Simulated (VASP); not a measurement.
# TiSi16 (a cell with a defect) in VASP: single point with PBE

Aim: the single point of TiSi16 (a cell with a defect) with PBE.

All numbers are computed with VASP 6.6.1; they aren't measurements. Logs are shortened: lines on timing, memory, paths and dates and some standing lists are left out, and cuts for length are marked.

### 1 The cell of the first run

The cell holds a defect, 17 atoms: a = 7.679 Å, b = 7.679 Å, c = 7.679 Å, α = 60.00°, β = 60.00°, γ = 60.00°.

### 2 Single point, PBE

Input file INCAR:

```
SYSTEM = TiSi16
  ALGO = Normal
  EDIFF = 1E-6
  ENCUT = 520
  GGA = PE
  ISIF = 2
  ISMEAR = -1
  LASPH = .True.
  LCHARG = .False.
  LREAL = Auto
  LWAVE = .False.
  NBANDS = 52
  NELM = 60
  PREC = Accurate
  SIGMA = 0.05
```

Input file KPOINTS:

```
k-points
0
Gamma
  2 2 2
  0 0 0
```

Input file POSCAR:

```
TiSi16
1.0
    0.0000000000      5.4300000000      5.4300000000
    5.4300000000      0.0000000000      5.4300000000
    5.4300000000      5.4300000000      0.0000000000
Si Ti
16 1
Direct
   -0.0000241735      0.0000024840     -0.0000360502
    0.1210884359      0.1207933328      0.1210949677
   -0.0032105931     -0.0040373947      0.5035989628
    0.1210703933      0.1209124047      0.6369889788
   -0.0032505069      0.5032172094     -0.0032157567
    0.1210769540      0.6369309425      0.1210889376
   -0.0032518873      0.5034662659      0.5034476968
    0.1296636905      0.6230729372      0.6238352987
    0.5035899980     -0.0040428038     -0.0031810422
    0.6369956361      0.1209043238      0.1210743497
    0.5037455554     -0.0039502734      0.5037392846
    0.6238122530      0.1288412208      0.6238395483
    0.5034349762      0.5034472133     -0.0032185979
    0.6238043259      0.6230690103      0.1296992355
    0.5002965628      0.4994848657      0.5003319842
    0.6237930076      0.6231336798      0.6238233108
    0.2501602722      0.2497034820      0.2501761916
```

Potentials or basis: VASP PAW PBE potentials, release 64 (Si, Ti_sv).

The run is started by

```console
cat potpaw_PBE.64/Si/POTCAR potpaw_PBE.64/Ti_sv/POTCAR > POTCAR
mpirun -np 1 vasp_std > vasp.out
```

OUTCAR:

```text
SYSTEM = TiSi16
   EDIFF = 1E-6
   ENCUT = 520
   GGA = PE
   ISIF = 2
   ISMEAR = -1
   LASPH = .True.
   LREAL = Auto
   NELM = 60
   PREC = Accurate

 ion  position               nearest neighbor table
   1  1.000  0.000  1.000-   4 2.28  10 2.28   2 2.28   6 2.28
   2  0.121  0.121  0.121-   1 2.28   5 2.40   9 2.40   3 2.40  17 2.43
   3  0.997  0.996  0.504-   8 2.34  12 2.34   2 2.40   4 2.40  17 2.75
   4  0.121  0.121  0.637-   1 2.28   7 2.40   3 2.40  11 2.40  17 2.43
   5  0.997  0.503  0.997-  14 2.34   8 2.34   6 2.40   2 2.40  17 2.75
   6  0.121  0.637  0.121-   1 2.28   5 2.40  13 2.40   7 2.40  17 2.43
   7  0.997  0.503  0.503-   8 2.34  16 2.34   6 2.40   4 2.40  17 2.75
   8  0.130  0.623  0.624-  15 2.32   3 2.34   7 2.34   5 2.34
   9  0.504  0.996  0.997-  14 2.34  12 2.34   2 2.40  10 2.40  17 2.75
  10  0.637  0.121  0.121-   1 2.28  13 2.40   9 2.40  11 2.40  17 2.43
  11  0.504  0.996  0.504-  16 2.34  12 2.34  10 2.40   4 2.40  17 2.75
  12  0.624  0.129  0.624-  15 2.32  11 2.34   3 2.34   9 2.34
  13  0.503  0.503  0.997-  14 2.34  16 2.34   6 2.40  10 2.40  17 2.75
  14  0.624  0.623  0.130-  15 2.32   9 2.34  13 2.34   5 2.34
  15  0.500  0.499  0.500-  14 2.32   8 2.32  16 2.32  12 2.32
  16  0.624  0.623  0.624-  15 2.32  11 2.34   7 2.34  13 2.34
  17  0.250  0.250  0.250-   4 2.43  10 2.43   2 2.43   6 2.43   5 2.75  13 2.75   7 2.75   9 2.75
                             3 2.75  11 2.75

  LATTYP: Found a face centered cubic cell.
 ALAT       =    10.8600000000

  Lattice vectors:

 A1 = (   0.0000000000,   5.4300000000,   5.4300000000)
 A2 = (   5.4300000000,   0.0000000000,   5.4300000000)
 A3 = (   5.4300000000,   5.4300000000,   0.0000000000)

Analysis of symmetry for initial positions (statically):
=====================================================================
 Subroutine PRICEL returns:
 Original cell was already a primitive cell.

 Routine SETGRP: Setting up the symmetry group for a
 face centered cubic supercell.

 Subroutine GETGRP returns: Found  1 space group operations
 (whereof  1 operations were pure point group operations)
 out of a pool of 48 trial point group operations.

The static configuration has the point symmetry C_1 .

Analysis of symmetry for dynamics (positions and initial velocities):
=====================================================================
 Subroutine PRICEL returns:
 Original cell was already a primitive cell.

 Routine SETGRP: Setting up the symmetry group for a
 face centered cubic supercell.

 Subroutine GETGRP returns: Found  1 space group operations
 (whereof  1 operations were pure point group operations)
 out of a pool of 48 trial point group operations.

The dynamic configuration has the point symmetry C_1 .

 Subroutine INISYM returns: Found  1 space group operations
 (whereof  1 operations are pure point group operations),
 and found     1 'primitive' translations

----------------------------------------------------------------------------------------

                                     Primitive cell

  volume of cell :     320.2060

  direct lattice vectors                    reciprocal lattice vectors
     0.000000000  5.430000000  5.430000000    -0.092081031  0.092081031  0.092081031
     5.430000000  0.000000000  5.430000000     0.092081031 -0.092081031  0.092081031
     5.430000000  5.430000000  0.000000000     0.092081031  0.092081031 -0.092081031

  length of vectors
     7.679179644  7.679179644  7.679179644     0.159489025  0.159489025  0.159489025

  position of ions in fractional coordinates (direct lattice)
     0.999975826  0.000002484  0.999963950
     0.121088436  0.120793333  0.121094968
     0.996789407  0.995962605  0.503598963
     0.121070393  0.120912405  0.636988979
     0.996749493  0.503217209  0.996784243
     0.121076954  0.636930943  0.121088938
[... 9 lines left out ...]
     0.623793008  0.623133680  0.623823311
     0.250160272  0.249703482  0.250176192

  ion indices of the primitive-cell ions
   primitive index   ion index
                 1           1
                 2           2
                 3           3
                 4           4
                 5           5
                 6           6
[... 9 lines left out ...]
                16          16
                17          17

----------------------------------------------------------------------------------------

 KPOINTS: k-points

Automatic generation of k-mesh.
 Grid dimensions read from file:
 generate k-points for:    2    2    2

 Generating k-lattice:

  Cartesian coordinates                     Fractional coordinates (reciprocal lattice)
    -0.046040516  0.046040516  0.046040516     0.500000000  0.000000000  0.000000000
     0.046040516 -0.046040516  0.046040516     0.000000000  0.500000000  0.000000000
     0.046040516  0.046040516 -0.046040516     0.000000000  0.000000000  0.500000000

  Length of vectors
     0.079744512  0.079744512  0.079744512

  Shift w.r.t. Gamma in fractional coordinates (k-lattice)
     0.000000000  0.000000000  0.000000000

 Subroutine IBZKPT returns following result:
 ===========================================

 Found      8 irreducible k-points:

 Following reciprocal coordinates:
            Coordinates               Weight
  0.000000  0.000000  0.000000      1.000000
  0.500000  0.000000  0.000000      1.000000
  0.000000  0.500000  0.000000      1.000000
  0.000000  0.000000  0.500000      1.000000
  0.500000  0.500000  0.500000      1.000000
  0.500000  0.500000  0.000000      1.000000
  0.000000  0.500000  0.500000      1.000000
  0.500000  0.000000  0.500000      1.000000
   k-points           NKPTS =      8   k-points in BZ     NKDIM =      8   number of bands    NBANDS=     52
   number of dos      NEDOS =    301   number of ions     NIONS =     17
   total plane-waves  NPLWV = 216000
   dimension x,y,z NGX =    60 NGY =   60 NGZ =   60
   dimension x,y,z NGXF=   120 NGYF=  120 NGZF=  120
   ions per type =              16   1
   NGX,Y,Z   is equivalent  to a cutoff of  12.99, 12.99, 12.99 a.u.
   NGXF,Y,Z  is equivalent  to a cutoff of  25.98, 25.98, 25.98 a.u.
 SYSTEM =  TiSi16
   PREC   = accura    normal or accurate (medium, high low for compatibility)
   ISTART =      0    job   : 0-new  1-cont  2-samecut
   ICHARG =      2    charge: 1-file 2-atom 10-const
   ISPIN  =      1    spin polarized calculation?
   LNONCOLLINEAR =      F non collinear calculations
   LSORBIT =      F    spin-orbit coupling
   LASPH  =      T    aspherical Exc in radial PAW
   ENCUT  =  520.0 eV  38.22 Ry    6.18 a.u.  14.28 14.28 14.28*2*pi/ulx,y,z
   NELM   =     60;   NELMIN=  2; NELMDL= -5     # of ELM steps
   EDIFF  = 0.1E-05   stopping-criterion for ELM
   LREAL  =      T    real-space projection
   EDIFFG = 0.1E-04   stopping-criterion for IOM
   NSW    =      0    number of steps for IOM
   IBRION =     -1    ionic relax: 0-MD 1-quasi-New 2-CG
   NFREE  =      0    steps in history (QN), initial steepest desc. (CG)
   ISIF   =      2    stress and relaxation
   ISYM   =      2    0-nonsym 1-usesym 2-fastsym
   POTIM  = 0.5000    time-step for ionic-motion
   TEBEG  =    0.0;   TEEND  =   0.0 temperature during run
   PSTRESS=    0.0 pullay stress
   NELECT =      76.0000    total number of electrons
   NUPDOWN=      -1.0000    fix difference up-down
   EMIN   =  10.00;   EMAX   =-10.00  energy-range for DOS
   EFERMI =   0.00;   METHOD = LEGACY
   ISMEAR =    -1;   SIGMA  =   0.05  broadening in eV -4-tet -1-fermi 0-gaus
   EFERMI_NEDOS =   21; number of points for ismear=-14 and -15
   IALGO  =     38    algorithm
   IMIX   =      4    mixing-type and parameters
     AMIX     =   0.40;   BMIX     =  1.00
     AMIX_MAG =   1.60;   BMIX_MAG =  1.00
  volume/ion in A,a.u.               =      18.84       127.11
  Fermi-wavevector in a.u.,A,eV,Ry     =   1.013607  1.915439 13.978610  1.027399
  Thomas-Fermi vector in A             =   2.146786
   LORBIT       =      0    0 simple, 1 ext, 2 COOP (PROOUT), +10 PAW based schemes
   GGA     = PE    functional components
   LHFCALC =     F    Hartree Fock is set to
   AEXX    =    0.0000 exact exchange contribution
   IVDW    =     0    specifies the selected vdW correction
   LEPSILON=     F    determine dielectric tensor
   LRPA    =     F    only Hartree local field effects (RPA)
 non-spin polarized calculation
  energy-cutoff  :      520.00
  volume of cell :      320.21
 maximum number of plane-waves:      8646
 NGX is ok and might be reduce to    60
   NGX = 29   NGY = 29   NGZ = 29

 number of electron      75.9999998 magnetization

 Free energy of the ion-electron system (eV)
  ---------------------------------------------------
  ext. energy  EPLUGINS =         0.00000000
  ---------------------------------------------------
  free energy    TOTEN  =       -92.26353912 eV

  energy without entropy =      -92.16597297  energy(sigma->0) =      -92.21475605

 E-fermi :   6.9250     XC(G=0):  -9.7507

 val. band max:        6.8975870093   @ k =   0.5000   0.0000   0.5000
 cond. band min:       6.9655784291   @ k =   0.5000   0.0000   0.0000
 fundamental gap:      0.0679914198
 Fermi energy:         6.9249778338

 k-point     1 :       0.0000    0.0000    0.0000
  band No.  band energies     occupation
      1     -49.8530      2.00000
      2     -26.2271      2.00000
      3     -26.2271      2.00000
      4     -26.2268      2.00000
      5      -5.7205      2.00000
      6      -3.5171      2.00000
[... 42 lines left out ...]
     49       8.1736      0.00000
     50       8.4922      0.00000

 k-point     2 :       0.5000    0.0000    0.0000
  band No.  band energies     occupation
      1     -49.8530      2.00000
      2     -26.2271      2.00000
      3     -26.2271      2.00000
      4     -26.2268      2.00000
      5      -5.0148      2.00000
      6      -4.7991      2.00000
[... 42 lines left out ...]
     49       9.2854      0.00000
     50       9.8923      0.00000

 k-point     3 :       0.0000    0.5000    0.0000
  band No.  band energies     occupation
      1     -49.8530      2.00000
      2     -26.2271      2.00000
      3     -26.2271      2.00000
      4     -26.2268      2.00000
      5      -5.0131      2.00000
      6      -4.8013      2.00000
[... 42 lines left out ...]
     49       9.2845      0.00000
     50       9.8913      0.00000

 k-point     4 :       0.0000    0.0000    0.5000
  band No.  band energies     occupation
      1     -49.8530      2.00000
      2     -26.2271      2.00000
      3     -26.2271      2.00000
      4     -26.2268      2.00000
      5      -5.0148      2.00000
      6      -4.7990      2.00000
[... 42 lines left out ...]
     49       9.2854      0.00000
     50       9.8924      0.00000

 k-point     5 :       0.5000    0.5000    0.5000
  band No.  band energies     occupation
      1     -49.8530      2.00000
      2     -26.2271      2.00000
      3     -26.2271      2.00000
      4     -26.2268      2.00000
      5      -5.0140      2.00000
      6      -4.8001      2.00000
[... 42 lines left out ...]
     49       9.2852      0.00000
     50       9.8912      0.00000

 k-point     6 :       0.5000    0.5000    0.0000
  band No.  band energies     occupation
      1     -49.8530      2.00000
      2     -26.2271      2.00000
      3     -26.2271      2.00000
      4     -26.2268      2.00000
      5      -4.6948      2.00000
      6      -4.6000      2.00000
[... 42 lines left out ...]
     49       9.8741      0.00000
     50      10.5398      0.00000

 k-point     7 :       0.0000    0.5000    0.5000
  band No.  band energies     occupation
      1     -49.8530      2.00000
      2     -26.2271      2.00000
      3     -26.2271      2.00000
      4     -26.2268      2.00000
      5      -4.6949      2.00000
      6      -4.6000      2.00000
[... 42 lines left out ...]
     49       9.8741      0.00000
     50      10.5397      0.00000

 k-point     8 :       0.5000    0.0000    0.5000
  band No.  band energies     occupation
      1     -49.8530      2.00000
      2     -26.2271      2.00000
      3     -26.2271      2.00000
      4     -26.2268      2.00000
      5      -4.6947      2.00000
      6      -4.6002      2.00000
[... 42 lines left out ...]
     49       9.8742      0.00000
     50      10.5401      0.00000
 [bands above 50 left out]

------------------------ aborting loop because EDIFF is reached ----------------------------------------

  FORCE on cell =-STRESS in cart. coord.  units (eV):
  Direction    XX          YY          ZZ          XY          YZ          ZX
  --------------------------------------------------------------------------------------
  -------------------------------------------------------------------------------------
  Total        8.0686917      8.0687890      8.0683471     -0.0013880     -0.0012782      0.0051165
  in kB       40.3723676     40.3728545     40.3706435     -0.0069447     -0.0063955      0.0256010
  external PRESSURE =      40.3719552 kB  Pullay stress =       0.0000000 kB

 VOLUME and BASIS-vectors are now :
 -----------------------------------------------------------------------------
  energy-cutoff  :      520.00
  volume of cell :      320.21
      direct lattice vectors                 reciprocal lattice vectors
     0.000000000  5.430000000  5.430000000    -0.092081031  0.092081031  0.092081031
     5.430000000  0.000000000  5.430000000     0.092081031 -0.092081031  0.092081031
     5.430000000  5.430000000  0.000000000     0.092081031  0.092081031 -0.092081031

 POSITION                                       TOTAL-FORCE (eV/Angst)
 -----------------------------------------------------------------------------------
      5.42982     10.85967      5.42988         0.000215      0.000766      0.000051
      1.31345      1.31506      1.31342         0.009675      0.020807      0.009011
      8.14262      8.14711     10.82064         0.004703     -0.000414      0.000401
      4.11540      4.11626      1.31397        -0.017694     -0.006223      0.011777
      8.14501     10.82489      8.14482        -0.002004     -0.013110     -0.001678
      4.11605      1.31496      4.11598        -0.010378      0.016661     -0.010822
[... 9 lines left out ...]
      6.77098      6.77456      6.77081         0.003282      0.001155      0.003436
      2.71435      2.71683      2.71426         0.002173     -0.008020      0.002974
 -----------------------------------------------------------------------------------
    total drift:                               -0.000263     -0.001314      0.000804

  FREE ENERGIE OF THE ION-ELECTRON SYSTEM (eV)
  ---------------------------------------------------
  free  energy   TOTEN  =       -92.2635391167 eV

  energy  without entropy=      -92.1659729739  energy(sigma->0) =      -92.21475605
```

Wall time 10 min (1 thread of AMD EPYC 7R13, shared host); peak memory 0.47 GiB.

Results:

- Free energy: -92.2635 eV
- Pressure: 4.0 GPa
- Largest force: 0.025 eV/Å
- Band gap on the k mesh: zero (band 38 reaches 6.97 eV, above the bottom of band 39 at 6.53 eV)

Forces on the atoms (eV/Å):
```
Si   0.000  0.001  0.000
Si   0.010  0.021  0.009
Si   0.005  0.000  0.000
Si  -0.018 -0.006  0.012
Si  -0.002 -0.013 -0.002
Si  -0.010  0.017 -0.011
Si   0.005  0.003 -0.005
Si   0.002 -0.003 -0.001
Si   0.000 -0.001  0.005
Si   0.012 -0.006 -0.018
Si   0.002 -0.006  0.001
Si  -0.004  0.003 -0.005
Si  -0.005  0.002  0.006
Si  -0.001 -0.003  0.002
Si   0.000 -0.001  0.000
Si   0.003  0.001  0.003
Ti   0.002 -0.008  0.003
```

Levels at points of the mesh, in eV from the Fermi level:
| k point | band 34 | band 35 | band 36 | band 37 | band 38 | band 39 | band 40 | band 41 |
| --- | --- | --- | --- | --- | --- | --- | --- | --- |
| (0.00, 0.00, 0.00) | -0.98 | -0.98 | -0.98 | -0.40 | -0.40 | -0.40 | -0.09 | -0.09 |
| (0.50, 0.00, 0.00) | -1.96 | -1.36 | -1.36 | -0.27 | 0.04 | 0.04 | 0.45 | 0.45 |
| (0.00, 0.50, 0.00) | -1.96 | -1.36 | -1.36 | -0.27 | 0.04 | 0.04 | 0.45 | 0.45 |
| (0.00, 0.00, 0.50) | -1.96 | -1.36 | -1.36 | -0.27 | 0.04 | 0.04 | 0.45 | 0.45 |
| (0.50, 0.50, 0.50) | -1.96 | -1.36 | -1.36 | -0.27 | 0.04 | 0.04 | 0.45 | 0.45 |
| (0.50, 0.50, 0.00) | -2.00 | -2.00 | -1.87 | -0.69 | -0.03 | 0.58 | 0.58 | 1.12 |
| (0.00, 0.50, 0.50) | -2.00 | -2.00 | -1.87 | -0.69 | -0.03 | 0.58 | 0.58 | 1.12 |
| (0.50, 0.00, 0.50) | -2.00 | -2.00 | -1.87 | -0.69 | -0.03 | 0.58 | 0.58 | 1.12 |

Caveat: the k points lie up to 0.50 Å⁻¹ apart.
